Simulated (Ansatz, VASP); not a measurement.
Two plane-wave programs on LiF

```
Li F
1.0
     3.18686    0.00000    0.00000
    -1.59343    2.75990    0.00000
     0.00000    0.00000    5.47057
Li F
2 2
Direct
  0.33333 0.66667 0.38107
  0.66667 0.33333 0.88107
  0.33333 0.66667 0.99393
  0.66667 0.33333 0.49393
```

Alike in both runs: task single point; functional PBE; k mesh 9 × 9 × 6; occupations gaussian, width 0.05 eV; no spin polarisation.

|  | VASP | Ansatz |
| --- | --- | --- |
| version | VASP 6.6.1 | Ansatz 0.2.0 |
| potentials or method | VASP PAW PBE potentials, release 64 (Li_sv, F), cutoff 520 eV | scalar-relativistic, plane waves, PAW |
| valence electrons in the cell | 20 | 20 |

VASP gave:

```
gap on the k mesh at the Fermi level (eV) : 6.94
least direct gap on the mesh (eV)         : 6.94
rms of the force components (eV/Å)        : 0.028
```

Q: Estimate Ansatz's values.

A: gap on the k mesh at the Fermi level (eV): 6.95; least direct gap on the mesh (eV): 6.95; rms of the force components (eV/Å): 0.023.

Atom by atom the forces differ by 0.005 eV/Å (rms over components).

Noted on VASP's run: the cutoff is short for stress, so the pressure is rough.
